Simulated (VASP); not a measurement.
Here is a VASP 6.6.1 calculation.

Contents of INCAR:

```
SYSTEM = HfO2
PREC = Accurate
ENCUT = 600
EDIFF = 1E-6
ISMEAR = -1
SIGMA = 0.05
LREAL = .FALSE.
LASPH = .TRUE.
NELM = 100
ALGO = Normal
ISIF = 3
LWAVE = .FALSE.
LCHARG = .FALSE.
GGA = PE
IBRION = 2
NSW = 60
EDIFFG = -0.005
PSTRESS = 880.0
```

Contents of KPOINTS:

```
Automatic mesh
0
G
  12 12 12
  0 0 0
```

The input POSCAR:

```
HfO2
1.0
    0.0000000000      2.3660332050      2.3660332050
    2.3660332050      0.0000000000      2.3660332050
    2.3660332050      2.3660332050      0.0000000000
Hf O
1 2
Direct
    0.0000000000      0.0000000000      0.0000000000
    0.2500000000      0.2500000000      0.2500000000
    0.7500000000      0.7500000000      0.7500000000
```

Potentials or basis: VASP PAW PBE potentials, release 64 (Hf_pv, O).

Launch:

```sh
$ cat potpaw_PBE.64/Hf_pv/POTCAR potpaw_PBE.64/O/POTCAR > POTCAR
$ mpirun -np 1 vasp_std > vasp.out
```

Estimate the space group after relaxing (to 0.1 Å).

Fm-3m (No. 225).

What does it give for the relaxed cell?

a = 3.333 Å, b = 3.333 Å, c = 3.333 Å, α = 60.00°, β = 60.00°, γ = 60.00°.

The path:
| step | energy change (eV) | largest force (eV/Å) | pressure (GPa) | volume (Å³) |
| --- | --- | --- | --- | --- |
| 1 | 0.0000 | 0.0000 | 81.51 | 26.49 |
| 2 | 0.8158 | 0.0000 | 113.82 | 25.14 |
| 3 | 0.1544 | 0.0000 | 87.89 | 26.20 |
| 4 | 0.1576 | 0.0000 | 87.98 | 26.19 |

Caveat: the cell is relaxed towards a set pressure, so the run minimises the enthalpy, not the energy.
